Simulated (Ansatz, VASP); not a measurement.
**Two plane-wave programs on CdSe**

Contents of INCAR:

```
ALGO = Normal ; EDIFF = 1E-7
ENCUT = 520 ; GGA = PE
ISIF = 2 ; ISMEAR = 1
LASPH = T ; LCHARG = T
LELF = T ; LREAL = F
LVHAR = T ; LWAVE = F
NBANDS = 16 ; NELM = 100
PREC = Accurate ; SIGMA = 0.27
```

The input KPOINTS:

```
k-points
0
Gamma
  4 4 4
```

File POSCAR:

```
CdSe
1.0
    0.0000000000      3.2528927994      3.2528927994
    3.2528927994      0.0000000000      3.2528927994
    3.2528927994      3.2528927994      0.0000000000
Cd Se
1 1
Direct
    0.0000000000      0.0000000000      0.0000000000
    0.5000000000      0.5000000000      0.5000000000
```

Input for Ansatz:

```yaml
crystal:
  lattice:
    - [0.0, 3.2528927994, 3.2528927994]
    - [3.2528927994, 0.0, 3.2528927994]
    - [3.2528927994, 3.2528927994, 0.0]
  atoms:
    - { symbol: Cd, position: [0.0, 0.0, 0.0] }
    - { symbol: Se, position: [0.5, 0.5, 0.5] }
basis:
  ecutwfc: 420
kpoints:
  mp_grid: { grid: [4, 4, 4] }
hamiltonian:
  xc: pbe
scf:
  occupations: { method: methfessel_paxton, width: 0.27 }
  convergence: { dr2_threshold: "1e-5 eV" }
output:
  forces: true
  stress: true
  eigenvalues: true
```

Alike in both runs: task single point; functional PBE; k mesh 4 × 4 × 4; occupations methfessel-paxton of order 1, width 0.27 eV; no spin polarisation.

```csv
,VASP,Ansatz
version,VASP 6.6.1,Ansatz 0.2.0
potentials or method,"VASP PAW PBE potentials, release 64 (Cd, Se), cutoff 520 eV","scalar-relativistic, plane waves, PAW"
valence electrons in the cell,18,36
```

|  | VASP | Ansatz | Ansatz less VASP |
| --- | --- | --- | --- |
| gap on the k mesh at the Fermi level (eV) | none | none | - |
| pressure (GPa) | -8.6 | -8.7 | -0.07 |

A gap of «none» marks a metal or a gap that the smearing closes. VASP's potentials hold 18 valence electrons a cell and Ansatz's 36, so a difference there can come from the potentials and not from the codes. Ansatz's warnings: force scf threshold loose, published levels not confirmed, stress scf threshold loose.

The k mesh is coarse, so the values compare programs but aren't converged.
